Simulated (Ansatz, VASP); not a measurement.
**Two plane-wave programs on Si5Ge**

The input INCAR:

```
SYSTEM = Si5Ge
ALGO = Normal
EDIFF = 1E-6
EDIFFG = -0.01
ENCUT = 600
GGA = PE
IBRION = 2
ISIF = 3
ISMEAR = 0
LASPH = .TRUE.
LCHARG = .FALSE.
LREAL = .FALSE.
LWAVE = .FALSE.
NELM = 100
NSW = 100
PREC = Accurate
SIGMA = 0.1
```

Contents of KPOINTS:

```
k-points
0
G
  12 12 8
  0 0 0
```

File POSCAR:

```
Si5Ge
1.0
    4.9521777723      0.0000000000      0.0000000000
   -2.4760888861      4.2887117548      0.0000000000
    0.0000000000      0.0000000000      4.6427590605
Si Ge
5 1
Direct
    0.3333333333      0.6666666667      0.0000000000
    0.6666666667      0.3333333333      0.0000000000
    0.5000000000      0.0000000000      0.5000000000
    0.5000000000      0.5000000000      0.5000000000
    0.0000000000      0.5000000000      0.5000000000
    0.0000000000      0.0000000000      0.0000000000
```

Input for Ansatz:

```yaml
crystal:
  lattice:
    - [4.9521777723, 0.0, 0.0]
    - [-2.4760888861, 4.2887117548, 0.0]
    - [0.0, 0.0, 4.6427590605]
  atoms:
    - { symbol: Si, position: [0.3333333333, 0.6666666667, 0.0] }
    - { symbol: Si, position: [0.6666666667, 0.3333333333, 0.0] }
    - { symbol: Si, position: [0.5, 0.0, 0.5] }
    - { symbol: Si, position: [0.5, 0.5, 0.5] }
    - { symbol: Si, position: [0.0, 0.5, 0.5] }
    - { symbol: Ge, position: [0.0, 0.0, 0.0] }
basis:
  ecutwfc: 420
kpoints:
  mp_grid: { grid: [12, 12, 8] }
hamiltonian:
  xc: pbe
scf:
  occupations: { method: gaussian, width: 0.1 }
output:
  forces: true
  stress: true
  eigenvalues: true
  write_density: true
  write_potential: true
  elf: true
  volumetric_format: npy
relax:
  adjacent_minimum: "off"
  f_tol: 0.01
  max_steps: 80
  cell: { stress_tol: 0.05 }
```

Change from the starting cell: species swapped into the EuAg5 type (P6/mmm, No. 191).

Alike in both runs: task relaxation of cell and atoms; functional PBE; k mesh 12 × 12 × 8; occupations gaussian, width 0.1 eV; no spin polarisation.

|  | VASP | Ansatz |
| --- | --- | --- |
| version | VASP 6.6.1 | Ansatz 0.2.0 |
| potentials or method | VASP PAW PBE potentials, release 64 (Si, Ge_d), cutoff 600 eV | scalar-relativistic, plane waves, PAW |
| valence electrons in the cell | 34 | 34 |

Ansatz gave:

| Property | Result |
| --- | --- |
| gap on the k mesh at the Fermi level, each at its own relaxed structure (eV) | none |
| relaxed volume (Å³/atom) | 16.57 |
| relaxed length of the cell vector where the two differ most in proportion (Å) | 4.708 |

Task: Which values does VASP return?

Result: gap on the k mesh at the Fermi level, each at its own relaxed structure (eV): none; relaxed volume (Å³/atom): 16.59; relaxed length of the cell vector where the two differ most in proportion (Å): 4.710.

A gap of «none» marks a metal or a gap that the smearing closes.
